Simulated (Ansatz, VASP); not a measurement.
# Hf2Ti in VASP and in Ansatz

```xyz
3
Lattice="4.8724 0.0000 0.0000 -2.4362 4.2196 0.0000 0.0000 0.0000 2.9955" Properties=species:S:1:pos:R:3 pbc="T T T"
Hf    0.0000    2.8131    1.4977
Hf    2.4362    1.4065    1.4977
Ti    0.0000    0.0000    0.0000
```

Alike in both runs: functional PBE; k mesh 6 × 6 × 6; occupations gaussian, width 0.1 eV; no spin polarisation.

Ansatz relaxed the structure, and its values are those at the end. VASP's run is a single point on that final structure, the one shown.

|  | VASP | Ansatz |
| --- | --- | --- |
| version | VASP 6.6.1 | Ansatz 0.2.0 |
| potentials or method | VASP PAW PBE potentials, release 64 (Hf_pv, Ti_sv), cutoff 520 eV | scalar-relativistic, plane waves, PAW |
| valence electrons in the cell | 32 | 64 |

```csv
,VASP,Ansatz,Ansatz less VASP
gap on the k mesh at the Fermi level (eV),none,none,-
pressure (GPa),-0.3,0.0,+0.32
```

A gap of «none» marks a metal or a gap that the smearing closes. VASP's potentials hold 32 valence electrons a cell and Ansatz's 64, so a difference there can come from the potentials and not from the codes.

Spin-orbit coupling is off throughout.
